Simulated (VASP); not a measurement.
# N2 in VASP: further runs

The runs below take N2 through single point, relaxation of the atoms, with RPBE.

Everything below comes from runs of VASP 6.6.1. Logs are shortened: lines on timing, memory, paths and dates and some standing lists are left out, and cuts for length are marked.

**1. The cell of the first run**

The cell holds a molecule in a box, 2 atoms: a = 12.000 Å, b = 12.300 Å, c = 12.600 Å, α = 90.00°, β = 90.00°, γ = 90.00°.

**2. Single point, RPBE**

The input, INCAR:

```
ALGO = Normal ; EDIFF = 1E-7
ENCUT = 520 ; GGA = RP
ISIF = 2 ; ISMEAR = -1
LASPH = True ; LCHARG = False
LREAL = False ; LWAVE = False
NBANDS = 12 ; NELM = 100
PREC = Accurate ; SIGMA = 0.01
```

The input, KPOINTS:

```
k-points
0
Gamma
  1 1 1
```

The input, POSCAR:

```
N
1.0
   12.0000000000      0.0000000000      0.0000000000
    0.0000000000     12.3000000000      0.0000000000
    0.0000000000      0.0000000000     12.6000000000
N
2
Direct
    0.5000000000      0.5000000000      0.4561031508
    0.5000000000      0.5000000000      0.5438968492
```

Potentials or basis: VASP PAW PBE potentials, release 64 (N).

The run is started by

```console
$ cat potpaw_PBE.64/N/POTCAR > POTCAR
$ mpirun -np 1 vasp_gam > vasp.out
```

OUTCAR:

```text
EDIFF = 1E-7
   ENCUT = 520
   GGA = RP
   ISIF = 2
   ISMEAR = -1
   LASPH = True
   LREAL = False
   NELM = 100
   PREC = Accurate

 ion  position               nearest neighbor table
   1  0.500  0.500  0.456-   2 1.11
   2  0.500  0.500  0.544-   1 1.11

  LATTYP: Found a simple orthorhombic cell.
 ALAT       =    12.0000000000
 B/A-ratio  =     1.0250000000
 C/A-ratio  =     1.0500000000

  Lattice vectors:

 A1 = (  12.0000000000,   0.0000000000,   0.0000000000)
 A2 = (   0.0000000000,  12.3000000000,   0.0000000000)
 A3 = (   0.0000000000,   0.0000000000,  12.6000000000)

Analysis of symmetry for initial positions (statically):
=====================================================================
 Subroutine PRICEL returns:
 Original cell was already a primitive cell.

 Routine SETGRP: Setting up the symmetry group for a
 simple orthorhombic supercell.

 Subroutine GETGRP returns: Found  8 space group operations
 (whereof  8 operations were pure point group operations)
 out of a pool of  8 trial point group operations.

The static configuration has the point symmetry D_2h.

Analysis of symmetry for dynamics (positions and initial velocities):
=====================================================================
 Subroutine PRICEL returns:
 Original cell was already a primitive cell.

 Routine SETGRP: Setting up the symmetry group for a
 simple orthorhombic supercell.

 Subroutine GETGRP returns: Found  8 space group operations
 (whereof  8 operations were pure point group operations)
 out of a pool of  8 trial point group operations.

The dynamic configuration has the point symmetry D_2h.

 Subroutine INISYM returns: Found  8 space group operations
 (whereof  8 operations are pure point group operations),
 and found     1 'primitive' translations

----------------------------------------------------------------------------------------

                                     Primitive cell

  volume of cell :    1859.7600

  direct lattice vectors                    reciprocal lattice vectors
    12.000000000  0.000000000  0.000000000     0.083333333  0.000000000  0.000000000
     0.000000000 12.300000000  0.000000000     0.000000000  0.081300813  0.000000000
     0.000000000  0.000000000 12.600000000     0.000000000  0.000000000  0.079365079

  length of vectors
    12.000000000 12.300000000 12.600000000     0.083333333  0.081300813  0.079365079

  position of ions in fractional coordinates (direct lattice)
     0.500000000  0.500000000  0.456103151
     0.500000000  0.500000000  0.543896849

  ion indices of the primitive-cell ions
   primitive index   ion index
                 1           1
                 2           2

----------------------------------------------------------------------------------------

 KPOINTS: k-points

Automatic generation of k-mesh.
 Grid dimensions read from file:
 generate k-points for:    1    1    1

 Generating k-lattice:

  Cartesian coordinates                     Fractional coordinates (reciprocal lattice)
     0.083333333  0.000000000  0.000000000     1.000000000  0.000000000  0.000000000
     0.000000000  0.081300813  0.000000000     0.000000000  1.000000000  0.000000000
     0.000000000  0.000000000  0.079365079     0.000000000  0.000000000  1.000000000

  Length of vectors
     0.083333333  0.081300813  0.079365079

  Shift w.r.t. Gamma in fractional coordinates (k-lattice)
     0.000000000  0.000000000  0.000000000

 Subroutine IBZKPT returns following result:
 ===========================================

 Found      1 irreducible k-points:

 Following reciprocal coordinates:
            Coordinates               Weight
  0.000000  0.000000  0.000000      1.000000
   k-points           NKPTS =      1   k-points in BZ     NKDIM =      1   number of bands    NBANDS=     12
   number of dos      NEDOS =    301   number of ions     NIONS =      2
   total plane-waves  NPLWV = 829440
   dimension x,y,z NGX =    90 NGY =   96 NGZ =   96
   dimension x,y,z NGXF=   180 NGYF=  192 NGZF=  192
   ions per type =               2
   NGX,Y,Z   is equivalent  to a cutoff of  12.47, 12.98, 12.67 a.u.
   NGXF,Y,Z  is equivalent  to a cutoff of  24.94, 25.95, 25.33 a.u.
 SYSTEM =  unknown system
   PREC   = accura    normal or accurate (medium, high low for compatibility)
   ISTART =      0    job   : 0-new  1-cont  2-samecut
   ICHARG =      2    charge: 1-file 2-atom 10-const
   ISPIN  =      1    spin polarized calculation?
   LNONCOLLINEAR =      F non collinear calculations
   LSORBIT =      F    spin-orbit coupling
   LASPH  =      T    aspherical Exc in radial PAW
   ENCUT  =  520.0 eV  38.22 Ry    6.18 a.u.  22.31 22.87 23.43*2*pi/ulx,y,z
   NELM   =    100;   NELMIN=  2; NELMDL= -5     # of ELM steps
   EDIFF  = 0.1E-06   stopping-criterion for ELM
   LREAL  =      F    real-space projection
   EDIFFG = 0.1E-05   stopping-criterion for IOM
   NSW    =      0    number of steps for IOM
   IBRION =     -1    ionic relax: 0-MD 1-quasi-New 2-CG
   NFREE  =      0    steps in history (QN), initial steepest desc. (CG)
   ISIF   =      2    stress and relaxation
   ISYM   =      2    0-nonsym 1-usesym 2-fastsym
   POTIM  = 0.5000    time-step for ionic-motion
   TEBEG  =    0.0;   TEEND  =   0.0 temperature during run
   PSTRESS=    0.0 pullay stress
   NELECT =      10.0000    total number of electrons
   NUPDOWN=      -1.0000    fix difference up-down
   EMIN   =  10.00;   EMAX   =-10.00  energy-range for DOS
   EFERMI =   0.00;   METHOD = LEGACY
   ISMEAR =    -1;   SIGMA  =   0.01  broadening in eV -4-tet -1-fermi 0-gaus
   EFERMI_NEDOS =   21; number of points for ismear=-14 and -15
   IALGO  =     38    algorithm
   IMIX   =      4    mixing-type and parameters
     AMIX     =   0.40;   BMIX     =  1.00
     AMIX_MAG =   1.60;   BMIX_MAG =  1.00
  volume/ion in A,a.u.               =     929.88      6275.14
  Fermi-wavevector in a.u.,A,eV,Ry     =   0.286807  0.541986  1.119189  0.082258
  Thomas-Fermi vector in A             =   1.141954
   LORBIT       =      0    0 simple, 1 ext, 2 COOP (PROOUT), +10 PAW based schemes
   GGA     = RP    functional components
   LHFCALC =     F    Hartree Fock is set to
   AEXX    =    0.0000 exact exchange contribution
   IVDW    =     0    specifies the selected vdW correction
   LEPSILON=     F    determine dielectric tensor
   LRPA    =     F    only Hartree local field effects (RPA)
 non-spin polarized calculation
  energy-cutoff  :      520.00
  volume of cell :     1859.76
 maximum number of plane-waves:     25042
 NGX is ok and might be reduce to    90
   NGX = 45   NGY = 45   NGZ = 47

 number of electron      10.0000003 magnetization

 Free energy of the ion-electron system (eV)
  ---------------------------------------------------
  ext. energy  EPLUGINS =         0.00000000
  ---------------------------------------------------
  free energy    TOTEN  =       -16.28827268 eV

  energy without entropy =      -16.28827268  energy(sigma->0) =      -16.28827268

 E-fermi :  -9.7914     XC(G=0):  -0.3490

 val. band max:      -10.0896307461   @ k =   0.0000   0.0000   0.0000
 cond. band min:      -1.9077602162   @ k =   0.0000   0.0000   0.0000
 fundamental gap:      8.1818705300
 Fermi energy:        -9.7914193740

 k-point     1 :       0.0000    0.0000    0.0000
  band No.  band energies     occupation
      1     -28.2292      2.00000
      2     -13.4651      2.00000
      3     -11.4520      2.00000
      4     -11.4520      2.00000
      5     -10.0896      2.00000
      6      -1.9078      0.00000
      7      -1.9077      0.00000
      8      -0.1969      0.00000
      9       0.6956      0.00000
     10       0.7115      0.00000
     11       0.7286      0.00000
     12       0.7658      0.00000

------------------------ aborting loop because EDIFF is reached ----------------------------------------

  FORCE on cell =-STRESS in cart. coord.  units (eV):
  Direction    XX          YY          ZZ          XY          YZ          ZX
  --------------------------------------------------------------------------------------
  -------------------------------------------------------------------------------------
  Total       -0.0617513     -0.0630465      1.8429051     -0.0000000      0.0000000      0.0000000
  in kB       -0.0531986     -0.0543143      1.5876569     -0.0000000      0.0000000      0.0000000
  external PRESSURE =       0.4933813 kB  Pullay stress =       0.0000000 kB

 VOLUME and BASIS-vectors are now :
 -----------------------------------------------------------------------------
  energy-cutoff  :      520.00
  volume of cell :     1859.76
      direct lattice vectors                 reciprocal lattice vectors
    12.000000000  0.000000000  0.000000000     0.083333333  0.000000000  0.000000000
     0.000000000 12.300000000  0.000000000     0.000000000  0.081300813  0.000000000
     0.000000000  0.000000000 12.600000000     0.000000000  0.000000000  0.079365079

 POSITION                                       TOTAL-FORCE (eV/Angst)
 -----------------------------------------------------------------------------------
      6.00000      6.15000      5.74690         0.000000      0.000000     -1.744056
      6.00000      6.15000      6.85310         0.000000      0.000000      1.744056
 -----------------------------------------------------------------------------------
    total drift:                                0.000000     -0.000000     -0.000000

  FREE ENERGIE OF THE ION-ELECTRON SYSTEM (eV)
  ---------------------------------------------------
  free  energy   TOTEN  =       -16.2882726762 eV

  energy  without entropy=      -16.2882726762  energy(sigma->0) =      -16.28827268
```

It took 3.7 min on 1 thread of AMD EPYC 7R13 (Zen 3), shared host; peak memory 1.2 GiB.

What came out:

```
Free energy                     : -16.2883 eV
Largest force                   : 1.744 eV/Å
Gap between the frontier levels : 8.18 eV
```

Forces on the atoms (eV/Å):
```
N    0.000  0.000 -1.744
N    0.000  0.000  1.744
```

Caveat: the standard files for N, O and F lose accuracy on very short bonds; the PAW data sets were made with another functional, which shifts forces and pressure a little.

**3. Single point, RPBE**

The input, INCAR:

```
SYSTEM = N
PREC     = Accurate       ! precision mode
ENCUT    = 520            ! plane-wave cutoff, eV
EDIFF    = 1E-6           ! SCF threshold, eV
ISMEAR   = -1             ! smearing method
SIGMA    = 0.01           ! smearing width, eV
LREAL    = .False.        ! projectors in reciprocal space
LASPH    = .True.         ! aspherical terms in the spheres
NELM     = 60             ! most SCF steps
ALGO     = Normal         ! electronic algorithm
ISIF     = 2              ! what is computed and relaxed
LWAVE    = .False.        ! write WAVECAR
LCHARG   = .True.         ! write CHGCAR
GGA      = RP             ! functional
LELF     = .True.         ! ELF
LVHAR    = .True.       
NBANDS   = 12             ! bands
```

The input, KPOINTS:

```
Automatic mesh
0
Gamma
  1 1 1
  0 0 0
```

POSCAR is that of step 2.

Potentials or basis: VASP PAW PBE potentials, release 64 (N).

The run is started by

```console
$ cat potpaw_PBE.64/N/POTCAR > POTCAR
$ mpirun -np 1 vasp_gam > vasp.out
```

Run time: 2.8 min. Hardware: 1 thread of AMD EPYC 7R13 (Zen 3), shared host; peak memory 1.2 GiB.

It converged, with:

| Item | Value |
| --- | --- |
| Free energy | -16.2883 eV |
| Largest force | 1.744 eV/Å |
| Gap between the frontier levels | 8.18 eV |

Forces in eV/Å, atoms in the order of the input:
```
N    0.000  0.000 -1.744
N    0.000  0.000  1.744
```

Levels at points of the mesh, in eV from the valence-band top:
```tsv
k point	band 2	band 3	band 4	band 5	band 6	band 7	band 8	band 9
(0.00, 0.00, 0.00)	-3.38	-1.36	-1.36	0.00	8.18	8.18	9.89	10.77
```

Caveat: the standard files for N, O and F lose accuracy on very short bonds; the PAW data sets were made with another functional, which shifts forces and pressure a little.

**4. Relaxation of the atoms, RPBE**

The input, INCAR:

```
PREC = Accurate
ENCUT = 520
EDIFF = 1E-7
ISMEAR = -1
SIGMA = 0.01
LREAL = False
LASPH = True
NELM = 100
ALGO = Normal
ISIF = 2
LWAVE = False
LCHARG = False
GGA = RP
IBRION = 2
NSW = 80
EDIFFG = -0.01
```

The input, KPOINTS:

```
Automatic mesh
0
Gamma
  1 1 1
```

The input, POSCAR:

```
N
1.0
   12.0000000000      0.0000000000      0.0000000000
    0.0000000000     12.3000000000      0.0000000000
    0.0000000000      0.0000000000     12.6000000000
N
2
Direct
    0.5000000000      0.5000000000      0.4563492063
    0.5000000000      0.5000000000      0.5436507937
```

The run is started by

```console
$ cat potpaw_PBE.64/N/POTCAR > POTCAR
$ mpirun -np 1 vasp_gam > vasp.out
```

It took 11 min on 1 thread of AMD EPYC 7R13 (Zen 3), shared host; peak memory 1.5 GiB.

The run converged. Its results:

```yaml
Free_energy: -16.2980 eV
Energy_gained_by_relaxing: 11.8 meV/atom
Ionic_steps: 12
Largest_force_after_relaxing: 0.008 eV/Å
Gap_between_the_frontier_levels: 8.05 eV
```

Forces on the atoms (eV/Å):
```
N    0.000  0.000 -0.008
N    0.000  0.000  0.008
```

The path:
```tsv
step	energy change (eV)	largest force (eV/Å)	pressure (GPa)
1	0.0000	2.7676	0.08
2	2.5087	14.7640	-0.58
3	0.0186	3.3183	-0.11
4	-0.0235	0.2472	-0.01
5	-0.0237	0.0163	-0.01
6	-0.0237	0.0360	0.00
7	-0.0237	0.0308	0.00
8	-0.0237	0.0151	-0.01
9	-0.0237	0.0139	-0.01
10	-0.0237	0.0131	-0.01
11	-0.0237	0.0115	-0.01
12	-0.0237	0.0083	-0.01
```

Final structure:
```xyz
2
Lattice="12.0000 0.0000 0.0000 0.0000 12.3000 0.0000 0.0000 0.0000 12.6000" Properties=species:S:1:pos:R:3 pbc="T T T"
N     6.0000    6.1500    5.7413
N     6.0000    6.1500    6.8587
```

Levels at points of the mesh, in eV from the valence-band top:
```
           k point  band 2  band 3  band 4  band 5  band 6  band 7  band 8  band 9
(0.00, 0.00, 0.00)   -3.46   -1.28   -1.28    0.00    8.05    8.05    9.88   10.77
```

Caveat: the standard files for N, O and F lose accuracy on very short bonds; the PAW data sets were made with another functional, which shifts forces and pressure a little.
